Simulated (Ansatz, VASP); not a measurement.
# Si4N: VASP beside Ansatz

```xyz
5
Lattice="3.8333 0.0000 0.0000 0.0000 3.8333 0.0000 0.0000 0.0000 21.1035" Properties=species:S:1:pos:R:3 pbc="T T T"
Si    0.0000    1.9167    4.0000
Si    0.0000    0.0000    5.3553
Si    1.9167    0.0000    6.7680
Si    1.9167    1.9167    8.1035
N     3.3542    2.8750   10.3035
```

Alike in both runs: task single point; functional PBE; dispersion D3(BJ); k mesh 7 × 7 × 1; occupations gaussian, width 0.05 eV; collinear spin.

|  | VASP | Ansatz |
| --- | --- | --- |
| version | VASP 6.6.1 | Ansatz 0.2.0 |
| potentials or method | VASP PAW PBE potentials, release 64 (Si, N), cutoff 520 eV | scalar-relativistic, plane waves, PAW |
| valence electrons in the cell | 21 | 21 |

|  | VASP | Ansatz | Ansatz less VASP |
| --- | --- | --- | --- |
| gap on the k mesh at the Fermi level (eV) | none | none | - |
| rms of the force components (eV/Å) | 0.440 | 0.440 | +0.0002 |
| net moment per atom (μB) | 0.41 | 0.41 | 0.000 |
| size of the moment on the site where the two differ most (μB) | 1.66 | 2.27 | +0.614 |

Site moments also hang on the region over which each program counts them. Atom by atom the forces differ by 0.002 eV/Å (rms over components). A gap of «none» marks a metal or a gap that the smearing closes.
